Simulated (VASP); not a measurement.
# CuTe8Pb7 (Fm-3m) in VASP: single point with PBEsol

Aim: the single point of CuTe8Pb7 with PBEsol.

All numbers are computed with VASP 6.6.1; they aren't measurements. Logs are shortened: lines on timing, memory, paths and dates and some standing lists are left out, and cuts for length are marked.

## (1) The cell of the first run

It takes space group Fm-3m (No. 225, cubic). Conventional cell: a = 12.908 Å, b = 12.908 Å, c = 12.908 Å, α = 90.00°, β = 90.00°, γ = 90.00°. Te (site symmetry -43m) has 6 Pb at 3.23 Å within 4.2 Å. Te (site symmetry 4mm) has 1 Cu at 3.05 Å and 5 Pb at 3.23 to 3.40 Å within 4.0 Å. Within 4.0 Å of Cu (site symmetry m-3m) lie 6 Te at 3.05 Å. Pb (site symmetry mmm) has 6 Te at 3.23 Å within 4.2 Å. Pb (site symmetry m-3m) has 6 Te at 3.40 Å and 12 Pb at 4.56 Å within 4.6 Å.

## (2) Single point, PBEsol, collinear spin

Contents of INCAR:

```
SYSTEM = CuTe8Pb7
ALGO = Normal ; EDIFF = 1E-7
ENCUT = 520 ; GGA = PS
ISIF = 2 ; ISMEAR = 0
ISPIN = 2 ; LASPH = .TRUE.
LCHARG = .FALSE. ; LMAXMIX = 4
LORBIT = 11 ; LREAL = Auto
LWAVE = .FALSE. ; MAGMOM = 0 0 0 0 0 0 0 0 1 0 0 0 0 0 0 0
NBANDS = 96 ; NELM = 150
PREC = Accurate ; SIGMA = 0.05
```

Contents of KPOINTS:

```
k-points
0
G
  3 3 3
  0 0 0
```

Contents of POSCAR:

```
CuTe8Pb7
1.0
    0.0000000000      6.4541000000      6.4541000000
    6.4541000000      0.0000000000      6.4541000000
    6.4541000000      6.4541000000      0.0000000000
Te Cu Pb
8 1 7
Direct
    0.2500000000      0.2500000000      0.2500000000
    0.2365929683      0.2365929683      0.7634070317
    0.2365929683      0.7634070317      0.2365929683
    0.2365929683      0.7634070317      0.7634070317
    0.7634070317      0.2365929683      0.2365929683
    0.7634070317      0.2365929683      0.7634070317
    0.7634070317      0.7634070317      0.2365929683
    0.7500000000      0.7500000000      0.7500000000
    0.0000000000      0.0000000000      1.0000000000
    0.0000000000      0.0000000000      0.5000000000
    0.0000000000      0.5000000000      0.0000000000
    0.0000000000      0.5000000000      0.5000000000
    0.5000000000      0.0000000000      0.0000000000
    0.5000000000      0.0000000000      0.5000000000
    0.5000000000      0.5000000000      0.0000000000
    0.5000000000      0.5000000000      0.5000000000
```

Potentials or basis: VASP PAW PBE potentials, release 64 (Te, Cu, Pb_d).

Run with:

```sh
$ cat potpaw_PBE.64/Te/POTCAR potpaw_PBE.64/Cu/POTCAR potpaw_PBE.64/Pb_d/POTCAR > POTCAR
$ mpirun -np 1 vasp_std > vasp.out
```

OUTCAR:

```text
SYSTEM = CuTe8Pb7
   EDIFF = 1E-7
   ENCUT = 520
   GGA = PS
   ISIF = 2
   ISMEAR = 0
   ISPIN = 2
   LASPH = .TRUE.
   LORBIT = 11
   LREAL = Auto
   NELM = 150
   PREC = Accurate

 ion  position               nearest neighbor table
   1  0.250  0.250  0.250-  10 3.23  11 3.23  12 3.23  13 3.23  14 3.23  15 3.23
   2  0.237  0.237  0.763-   9 3.05  11 3.23  12 3.23  13 3.23  14 3.23  16 3.40
   3  0.237  0.763  0.237-   9 3.05  10 3.23  12 3.23  13 3.23  15 3.23  16 3.40
   4  0.237  0.763  0.763-   9 3.05  10 3.23  11 3.23  14 3.23  15 3.23  16 3.40
   5  0.763  0.237  0.237-   9 3.05  10 3.23  11 3.23  14 3.23  15 3.23  16 3.40
   6  0.763  0.237  0.763-   9 3.05  10 3.23  12 3.23  13 3.23  15 3.23  16 3.40
[... 8 lines left out ...]
  15  0.500  0.500  0.000-   1 3.23   8 3.23   4 3.23   5 3.23   6 3.23   3 3.23
  16  0.500  0.500  0.500-   2 3.40   3 3.40   4 3.40   5 3.40   6 3.40   7 3.40

  LATTYP: Found a face centered cubic cell.
 ALAT       =    12.9082000000

  Lattice vectors:

 A1 = (   0.0000000000,   6.4541000000,   6.4541000000)
 A2 = (   6.4541000000,   0.0000000000,   6.4541000000)
 A3 = (   6.4541000000,   6.4541000000,   0.0000000000)

Analysis of symmetry for initial positions (statically):
=====================================================================
 Subroutine PRICEL returns:
 Original cell was already a primitive cell.

 Routine SETGRP: Setting up the symmetry group for a
 face centered cubic supercell.

 Subroutine GETGRP returns: Found 48 space group operations
 (whereof 48 operations were pure point group operations)
 out of a pool of 48 trial point group operations.

The static configuration has the point symmetry O_h .

Analysis of symmetry for dynamics (positions and initial velocities):
=====================================================================
 Subroutine PRICEL returns:
 Original cell was already a primitive cell.

 Routine SETGRP: Setting up the symmetry group for a
 face centered cubic supercell.

 Subroutine GETGRP returns: Found 48 space group operations
 (whereof 48 operations were pure point group operations)
 out of a pool of 48 trial point group operations.

The dynamic configuration has the point symmetry O_h .

Analysis of structural, dynamic, and magnetic symmetry:
=====================================================================
 Subroutine PRICEL returns:
 Original cell was already a primitive cell.

 Routine SETGRP: Setting up the symmetry group for a
 face centered cubic supercell.
[... 157 lines left out ...]
  ext. energy  EPLUGINS =         0.00000000
  ---------------------------------------------------
  free energy    TOTEN  =       -64.22179024 eV

  energy without entropy =      -64.21077838  energy(sigma->0) =      -64.21628431

 E-fermi :   5.0615     XC(G=0):  -9.3875

 val. band max:        5.0589527846   @ k =   0.0000   0.0000   0.0000
 cond. band min:       5.0907225970   @ k =  -0.3333   0.3333   0.0000
 fundamental gap:      0.0317698123
 Fermi energy:         5.0614645598

 spin component 1

 k-point     1 :       0.0000    0.0000    0.0000
  band No.  band energies     occupation
      1     -11.6772      1.00000
      2     -11.6772      1.00000
      3     -11.6616      1.00000
      4     -11.6616      1.00000
      5     -11.6616      1.00000
      6     -11.6189      1.00000
[... 361 lines left out ...]
     89       8.1815      0.00000
     90       8.2460      0.00000
 Fermi energy:         5.0614645598

 spin component 2

 k-point     1 :       0.0000    0.0000    0.0000
  band No.  band energies     occupation
      1     -11.6772      1.00000
      2     -11.6772      1.00000
      3     -11.6616      1.00000
      4     -11.6616      1.00000
      5     -11.6616      1.00000
      6     -11.6189      1.00000
[... 361 lines left out ...]
     89       8.1815      0.00000
     90       8.2460      0.00000
 [bands above 90 left out]

------------------------ aborting loop because EDIFF is reached ----------------------------------------

  FORCE on cell =-STRESS in cart. coord.  units (eV):
  Direction    XX          YY          ZZ          XY          YZ          ZX
  --------------------------------------------------------------------------------------
  -------------------------------------------------------------------------------------
  Total       -8.8877121     -8.8877121     -8.8877121      0.0000000     -0.0000000     -0.0000000
  in kB      -26.4827751    -26.4827751    -26.4827751      0.0000000     -0.0000000     -0.0000000
  external PRESSURE =     -26.4827751 kB  Pullay stress =       0.0000000 kB

 VOLUME and BASIS-vectors are now :
 -----------------------------------------------------------------------------
  energy-cutoff  :      520.00
  volume of cell :      537.70
      direct lattice vectors                 reciprocal lattice vectors
     0.000000000  6.454100000  6.454100000    -0.077470135  0.077470135  0.077470135
     6.454100000  0.000000000  6.454100000     0.077470135 -0.077470135  0.077470135
     6.454100000  6.454100000  0.000000000     0.077470135  0.077470135 -0.077470135

 POSITION                                       TOTAL-FORCE (eV/Angst)
 -----------------------------------------------------------------------------------
      3.22705      3.22705      3.22705        -0.000000     -0.000000      0.000000
      6.45410      6.45410      3.05399        -0.000000      0.000000     -0.109377
      6.45410      3.05399      6.45410        -0.000000     -0.109377      0.000000
      9.85421      6.45410      6.45410         0.109377      0.000000      0.000000
      3.05399      6.45410      6.45410        -0.109377      0.000000      0.000000
      6.45410      9.85421      6.45410        -0.000000      0.109377      0.000000
[... 8 lines left out ...]
      3.22705      3.22705      6.45410        -0.000000      0.000000      0.000000
      6.45410      6.45410      6.45410        -0.000000     -0.000000      0.000000
 -----------------------------------------------------------------------------------
    total drift:                               -0.000000      0.000000     -0.000000

  FREE ENERGIE OF THE ION-ELECTRON SYSTEM (eV)
  ---------------------------------------------------
  free  energy   TOTEN  =       -64.2217902376 eV

  energy  without entropy=      -64.2107783798  energy(sigma->0) =      -64.21628431

 total charge

# of ion       s       p       d       tot
------------------------------------------
    1        1.380   1.973   0.020   3.372
    2        1.380   1.948   0.018   3.347
    3        1.380   1.948   0.018   3.347
    4        1.380   1.948   0.018   3.347
    5        1.380   1.948   0.018   3.347
    6        1.380   1.948   0.018   3.347
[... 8 lines left out ...]
   15        1.436   0.591   9.830  11.857
   16        1.427   0.548   9.821  11.797
--------------------------------------------------
tot         21.362  19.879  78.218 119.459

 magnetization (x)

# of ion       s       p       d       tot
------------------------------------------
    1       -0.000  -0.000  -0.000  -0.000
    2       -0.000  -0.000   0.000  -0.000
    3       -0.000  -0.000   0.000  -0.000
    4       -0.000  -0.000   0.000  -0.000
    5       -0.000  -0.000   0.000  -0.000
    6       -0.000  -0.000   0.000  -0.000
[... 8 lines left out ...]
   15       -0.000   0.000  -0.000  -0.000
   16       -0.000   0.000  -0.000  -0.000
--------------------------------------------------
tot         -0.000  -0.000  -0.000  -0.000
```

OSZICAR:

```text
N       E                     dE             d eps       ncg     rms          rms(c)
DAV:   1     0.171825502842E+04    0.17183E+04   -0.66560E+04  1536   0.164E+03
DAV:   2     0.180501982322E+03   -0.15378E+04   -0.14952E+04  1536   0.442E+02
DAV:   3    -0.479228592946E+02   -0.22842E+03   -0.21771E+03  1888   0.199E+02
DAV:   4    -0.652346833742E+02   -0.17312E+02   -0.16928E+02  1920   0.571E+01
[... 12 lines left out ...]
DAV:  17    -0.642217915074E+02   -0.56817E-05   -0.30869E-05  1704   0.514E-02    0.184E-02
DAV:  18    -0.642217901657E+02    0.13417E-05   -0.13334E-05  1616   0.444E-02    0.799E-03
DAV:  19    -0.642217903044E+02   -0.13877E-06   -0.17986E-06  1688   0.655E-03    0.228E-03
DAV:  20    -0.642217902376E+02    0.66839E-07   -0.22660E-07  1192   0.517E-03
   1 F= -.64221790E+02 E0= -.64216284E+02  d E =-.110119E-01  mag=    -0.0004
```

It took 8.9 min on 1 thread of Intel Xeon 6975P-C (Granite Rapids), shared host; peak memory 1.1 GiB.

Results:

- Free energy: -64.2218 eV
- Pressure: -2.6 GPa
- Largest force: 0.109 eV/Å
- Net moment: 0.00 μB per cell
- Valence electrons inside the program's atomic spheres: Te 3.37, 3.35 (each value once); Cu 9.69; Pb 11.86, 11.80 (each value once)

Forces in eV/Å, atoms in the order of the input:
```
Te   0.000  0.000  0.000
Te   0.000  0.000 -0.109
Te   0.000 -0.109  0.000
Te   0.109  0.000  0.000
Te  -0.109  0.000  0.000
Te   0.000  0.109  0.000
Te   0.000  0.000  0.109
Te   0.000  0.000  0.000
Cu   0.000  0.000  0.000
Pb   0.000  0.000  0.000
Pb   0.000  0.000  0.000
Pb   0.000  0.000  0.000
Pb   0.000  0.000  0.000
Pb   0.000  0.000  0.000
Pb   0.000  0.000  0.000
Pb   0.000  0.000  0.000
```

Caveat: the PAW data sets were made with another functional, which shifts forces and pressure a little; spin-orbit coupling is left out, which moves the levels of the heavy elements.
